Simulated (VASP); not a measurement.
# Al3Ag (Pm-3m) in VASP: single point with LDA

Aim: the single point of Al3Ag with LDA.

Program: VASP 6.6.1. These are calculated values, not measurements. Logs are shortened: lines on timing, memory, paths and dates and some standing lists are left out, and cuts for length are marked.

**1. The cell of the first run**

It takes space group Pm-3m (No. 221, cubic). Conventional cell: a = 4.082 Å, b = 4.082 Å, c = 4.082 Å, α = 90.00°, β = 90.00°, γ = 90.00°. Al (site symmetry 4/mmm) has 8 Al at 2.89 Å and 4 Ag at 2.89 Å within 3.8 Å. Ag (site symmetry m-3m) has 12 Al at 2.89 Å within 3.8 Å.

**2. Single point, LDA**

Input file INCAR:

```
ALGO = Normal
EDIFF = 1E-6
ENCUT = 520
GGA = CA
ISIF = 2
ISMEAR = -1
LASPH = True
LCHARG = False
LREAL = False
LWAVE = False
NBANDS = 18
NELM = 60
PREC = Accurate
SIGMA = 0.05
```

Input file KPOINTS:

```
k-points
0
Gamma
  6 6 6
```

Input file POSCAR:

```
Al3Ag
1.0
    4.0815130000      0.0000000000      0.0000000000
    0.0000000000      4.0815130000      0.0000000000
    0.0000000000      0.0000000000      4.0815130000
Al Ag
3 1
Direct
    0.0000000000      0.5000000000      0.5000000000
    0.5000000000      0.0000000000      0.5000000000
    0.5000000000      0.5000000000      0.0000000000
    0.0000000000      0.0000000000      0.0000000000
```

Potentials or basis: VASP PAW LDA potentials, release 64 (Al, Ag).

The run is started by

```console
cat potpaw_LDA.64/Al/POTCAR potpaw_LDA.64/Ag/POTCAR > POTCAR
mpirun -np 1 vasp_std > vasp.out
```

OUTCAR:

```text
EDIFF = 1E-6
   ENCUT = 520
   GGA = CA
   ISIF = 2
   ISMEAR = -1
   LASPH = True
   LREAL = False
   NELM = 60
   PREC = Accurate

 ion  position               nearest neighbor table
   1  0.000  0.500  0.500-   2 2.89   3 2.89   4 2.89   3 2.89   4 2.89   2 2.89   4 2.89   4 2.89
                             2 2.89   3 2.89   3 2.89   2 2.89
   2  0.500  0.000  0.500-   1 2.89   3 2.89   4 2.89   3 2.89   4 2.89   1 2.89   3 2.89   3 2.89
                             1 2.89   4 2.89   4 2.89   1 2.89
   3  0.500  0.500  0.000-   1 2.89   2 2.89   4 2.89   1 2.89   2 2.89   2 2.89   4 2.89   2 2.89
                             1 2.89   4 2.89   1 2.89   4 2.89
   4  0.000  0.000  0.000-   1 2.89   2 2.89   3 2.89   1 2.89   2 2.89   1 2.89   3 2.89   1 2.89
                             2 2.89   3 2.89   2 2.89   3 2.89

  LATTYP: Found a simple cubic cell.
 ALAT       =     4.0815130000

  Lattice vectors:

 A1 = (   4.0815130000,   0.0000000000,   0.0000000000)
 A2 = (   0.0000000000,   4.0815130000,   0.0000000000)
 A3 = (   0.0000000000,   0.0000000000,   4.0815130000)

Analysis of symmetry for initial positions (statically):
=====================================================================
 Subroutine PRICEL returns:
 Original cell was already a primitive cell.

 Routine SETGRP: Setting up the symmetry group for a
 simple cubic supercell.

 Subroutine GETGRP returns: Found 48 space group operations
 (whereof 48 operations were pure point group operations)
 out of a pool of 48 trial point group operations.

The static configuration has the point symmetry O_h .

Analysis of symmetry for dynamics (positions and initial velocities):
=====================================================================
 Subroutine PRICEL returns:
 Original cell was already a primitive cell.

 Routine SETGRP: Setting up the symmetry group for a
 simple cubic supercell.

 Subroutine GETGRP returns: Found 48 space group operations
 (whereof 48 operations were pure point group operations)
 out of a pool of 48 trial point group operations.

The dynamic configuration has the point symmetry O_h .

 Subroutine INISYM returns: Found 48 space group operations
 (whereof 48 operations are pure point group operations),
 and found     1 'primitive' translations

----------------------------------------------------------------------------------------

                                     Primitive cell

[... 88 lines left out ...]
   NELM   =     60;   NELMIN=  2; NELMDL= -5     # of ELM steps
   EDIFF  = 0.1E-05   stopping-criterion for ELM
   LREAL  =      F    real-space projection
   EDIFFG = 0.1E-04   stopping-criterion for IOM
   NSW    =      0    number of steps for IOM
   IBRION =     -1    ionic relax: 0-MD 1-quasi-New 2-CG
   NFREE  =      0    steps in history (QN), initial steepest desc. (CG)
   ISIF   =      2    stress and relaxation
   ISYM   =      2    0-nonsym 1-usesym 2-fastsym
   POTIM  = 0.5000    time-step for ionic-motion
   TEBEG  =    0.0;   TEEND  =   0.0 temperature during run
   PSTRESS=    0.0 pullay stress
   NELECT =      20.0000    total number of electrons
   NUPDOWN=      -1.0000    fix difference up-down
   EMIN   =  10.00;   EMAX   =-10.00  energy-range for DOS
   EFERMI =   0.00;   METHOD = LEGACY
   ISMEAR =    -1;   SIGMA  =   0.05  broadening in eV -4-tet -1-fermi 0-gaus
   EFERMI_NEDOS =   21; number of points for ismear=-14 and -15
   IALGO  =     38    algorithm
   IMIX   =      4    mixing-type and parameters
     AMIX     =   0.40;   BMIX     =  1.00
     AMIX_MAG =   1.60;   BMIX_MAG =  1.00
  volume/ion in A,a.u.               =      17.00       114.71
  Fermi-wavevector in a.u.,A,eV,Ry     =   1.088755  2.057449 16.128186  1.185388
  Thomas-Fermi vector in A             =   2.224944
   LORBIT       =      0    0 simple, 1 ext, 2 COOP (PROOUT), +10 PAW based schemes
   GGA     = CA    functional components
   LHFCALC =     F    Hartree Fock is set to
   AEXX    =    0.0000 exact exchange contribution
   IVDW    =     0    specifies the selected vdW correction
   LEPSILON=     F    determine dielectric tensor
   LRPA    =     F    only Hartree local field effects (RPA)
 non-spin polarized calculation
  energy-cutoff  :      520.00
  volume of cell :       67.99
 maximum number of plane-waves:      1856
   NGX = 15   NGY = 15   NGZ = 15

 number of electron      19.9999999 magnetization

 Free energy of the ion-electron system (eV)
  ---------------------------------------------------
  ext. energy  EPLUGINS =         0.00000000
  ---------------------------------------------------
  free energy    TOTEN  =       -16.17343471 eV

  energy without entropy =      -16.15847456  energy(sigma->0) =      -16.16595463

 E-fermi :   8.1172     XC(G=0): -10.8253

 val. band max:        8.0672640465   @ k =   0.3333   0.1667   0.0000
 cond. band min:       8.1279643770   @ k =   0.1667   0.0000   0.0000
 fundamental gap:      0.0607003304
 Fermi energy:         8.1171766862

 k-point     1 :       0.0000    0.0000    0.0000
  band No.  band energies     occupation
      1      -2.5643      2.00000
      2       1.8619      2.00000
      3       1.8619      2.00000
      4       2.5533      2.00000
      5       2.5533      2.00000
      6       2.5533      2.00000
[... 397 lines left out ...]
      5       2.8296      2.00000
      6       3.4550      2.00000
[... 10 lines left out ...]
     17      18.7889      0.00000
     18      18.7890      0.00000

------------------------ aborting loop because EDIFF is reached ----------------------------------------

  FORCE on cell =-STRESS in cart. coord.  units (eV):
  Direction    XX          YY          ZZ          XY          YZ          ZX
  --------------------------------------------------------------------------------------
  -------------------------------------------------------------------------------------
  Total       -2.2559278     -2.2559278     -2.2559278      0.0000000      0.0000000     -0.0000000
  in kB      -53.1584394    -53.1584394    -53.1584394      0.0000000      0.0000000     -0.0000000
  external PRESSURE =     -53.1584394 kB  Pullay stress =       0.0000000 kB

 VOLUME and BASIS-vectors are now :
 -----------------------------------------------------------------------------
  energy-cutoff  :      520.00
  volume of cell :       67.99
      direct lattice vectors                 reciprocal lattice vectors
     4.081513000  0.000000000  0.000000000     0.245007182  0.000000000  0.000000000
     0.000000000  4.081513000  0.000000000     0.000000000  0.245007182  0.000000000
     0.000000000  0.000000000  4.081513000     0.000000000  0.000000000  0.245007182

 POSITION                                       TOTAL-FORCE (eV/Angst)
 -----------------------------------------------------------------------------------
      0.00000      2.04076      2.04076         0.000000      0.000000      0.000000
      2.04076      0.00000      2.04076         0.000000      0.000000      0.000000
      2.04076      2.04076      0.00000         0.000000      0.000000      0.000000
      0.00000      0.00000      0.00000         0.000000      0.000000      0.000000
 -----------------------------------------------------------------------------------
    total drift:                               -0.000000     -0.000000      0.000000

  FREE ENERGIE OF THE ION-ELECTRON SYSTEM (eV)
  ---------------------------------------------------
  free  energy   TOTEN  =       -16.1734347125 eV

  energy  without entropy=      -16.1584745565  energy(sigma->0) =      -16.16595463
```

stdout:

```text
POSCAR found type information on POSCAR AlAg
 POSCAR found :  2 types and       4 ions
 scaLAPACK will be used
 LDA part: xc-table for (Slater(with rela. corr.)+CA(PZ))
 , standard interpolation
 POSCAR, INCAR and KPOINTS ok, starting setup
 FFT: planning ... GRIDC
 FFT: planning ... GRID_SOFT
 FFT: planning ... GRID
 WAVECAR not read
 entering main loop
```

It took 9.7 s on 1 thread of AMD EPYC 9R45 (Zen 5), shared host; peak memory 0.12 GiB.

Results:

| Property | Result |
| --- | --- |
| Free energy | -16.1734 eV |
| Pressure | -5.3 GPa |
| Band gap on the k mesh | zero (band 10 reaches 10.18 eV, above the bottom of band 11 at 5.71 eV) |
